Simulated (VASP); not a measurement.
## HW16S32 (a cell with a defect): single point with PBE

System: HW16S32 (a cell with a defect).

```
CELL_PARAMETERS angstrom
0.00000 7.36179 -7.47445
6.37549 -3.68089 -7.47445
-6.37549 -3.68089 -7.47445
ATOMIC_POSITIONS crystal
W 0.99810 0.24926 0.74605
W 0.24926 0.99810 0.74605
W 0.49915 0.74905 0.74536
W 0.99775 0.49819 0.49570
W 0.74905 0.49915 0.74536
W 0.24811 0.24811 0.49434
W 0.49819 0.99775 0.49570
W 0.99907 0.74865 0.24554
W 0.74873 0.74873 0.49568
W 0.24945 0.49927 0.24340
W 0.49927 0.24945 0.24340
W 0.99899 0.99899 0.99584
W 0.74865 0.99907 0.24554
W 0.24942 0.74910 0.99535
W 0.49935 0.49935 0.99496
W 0.74910 0.24942 0.99535
S 0.59612 0.84484 0.34207
S 0.84484 0.59612 0.34207
S 0.09078 0.35155 0.33526
S 0.59680 0.09560 0.09073
S 0.35155 0.09078 0.33526
S 0.84569 0.84569 0.09239
S 0.09560 0.59680 0.09073
S 0.59602 0.34598 0.84192
S 0.34629 0.34629 0.08974
S 0.84545 0.09560 0.84292
S 0.09560 0.84545 0.84292
S 0.59558 0.59558 0.59234
S 0.34598 0.59602 0.84192
S 0.84444 0.34520 0.59289
S 0.09352 0.09352 0.59661
S 0.34520 0.84444 0.59289
S 0.73444 0.98548 0.48239
S 0.98548 0.73444 0.48239
S 0.23481 0.48465 0.48056
S 0.73537 0.23571 0.23209
S 0.48465 0.23481 0.48056
S 0.98518 0.98518 0.23259
S 0.23571 0.73537 0.23209
S 0.73587 0.48599 0.98192
S 0.48554 0.48554 0.23181
S 0.98552 0.23564 0.98248
S 0.23564 0.98552 0.98248
S 0.73577 0.73577 0.73200
S 0.48599 0.73587 0.98192
S 0.98593 0.48552 0.73164
S 0.23515 0.23515 0.73117
S 0.48552 0.98593 0.73164
H 0.18720 0.18720 0.37667
```

This cell differs from its parent crystal: with an interstitial atom, then relaxed in part.

```json
{
  "Program": "VASP 6.6.1",
  "Task": "single point",
  "Functional": "PBE",
  "Potentials or basis": "VASP PAW PBE potentials, release 64 (W_sv, S, H)",
  "Cutoff": "520 eV",
  "k mesh": "1 × 1 × 1",
  "Occupations": "gaussian, width 0.01 eV",
  "Spin": "no spin polarisation",
  "Dipole correction": "no",
  "Charge": "1",
  "Further INCAR settings": "LREAL = Auto; ALGO = Normal; EDIFF = 1e-06; NBANDS = 238; NELECT = 416.0"
}
```

- Largest force: 0.017 eV/Å

Forces on the atoms (eV/Å):
```
W   -0.001  0.002 -0.004
W    0.001 -0.002 -0.004
W    0.002  0.000  0.000
W    0.010  0.008 -0.003
W    0.001  0.002  0.000
W   -0.012 -0.007  0.006
W    0.012  0.004 -0.003
W   -0.001 -0.003  0.003
W   -0.004 -0.003  0.002
W    0.005 -0.003 -0.002
W    0.000  0.006 -0.002
W    0.002  0.001 -0.001
W   -0.003  0.001  0.003
W    0.002  0.002 -0.001
W    0.002  0.001  0.002
W    0.003  0.000 -0.001
S   -0.001  0.005  0.001
S    0.004 -0.003  0.001
S   -0.002 -0.009  0.000
S    0.005  0.001  0.005
S   -0.009  0.003  0.000
S    0.002  0.001  0.001
S    0.003  0.004  0.005
S    0.000 -0.002  0.001
S    0.004  0.002  0.005
S    0.003 -0.003  0.001
S   -0.002  0.004  0.001
S   -0.001 -0.001 -0.003
S   -0.002  0.002  0.001
S   -0.001 -0.002  0.003
S   -0.014 -0.008 -0.005
S   -0.003  0.000  0.003
S   -0.005  0.003 -0.005
S    0.000 -0.006 -0.005
S   -0.006  0.000 -0.006
S    0.003  0.000 -0.001
S   -0.004 -0.005 -0.006
S   -0.002 -0.001 -0.004
S    0.002  0.002 -0.001
S    0.003  0.002  0.000
S    0.005  0.003  0.000
S    0.000 -0.001 -0.001
S   -0.002  0.000 -0.001
S    0.000  0.000  0.000
S    0.003  0.001  0.000
S   -0.006 -0.004  0.000
S    0.004  0.002  0.003
S   -0.006 -0.003  0.000
H    0.008  0.004  0.010
```

Levels at points of the mesh, in eV from the Fermi level:
| k point | band 205 | band 206 | band 207 | band 208 | band 209 | band 210 | band 211 | band 212 |
| --- | --- | --- | --- | --- | --- | --- | --- | --- |
| (0.00, 0.00, 0.00) | -0.58 | -0.57 | -0.56 | -0.24 | 2.04 | 2.17 | 2.21 | 2.27 |

It took 11 min on 1 thread of AMD EPYC 7R43 64-Core Processor (Zen 3), with other jobs on the host, peak memory 0.91 GiB.

Caveat: the k points lie up to 0.63 Å⁻¹ apart; the cell carries a net charge on a neutralising background, which shifts energy and pressure; the cell differs from its parent crystal (with an interstitial atom, then relaxed in part); the cell is charged against a uniform background, so pressure and absolute levels hang on convention; spin-orbit coupling is left out, which moves the levels of the heavy elements.
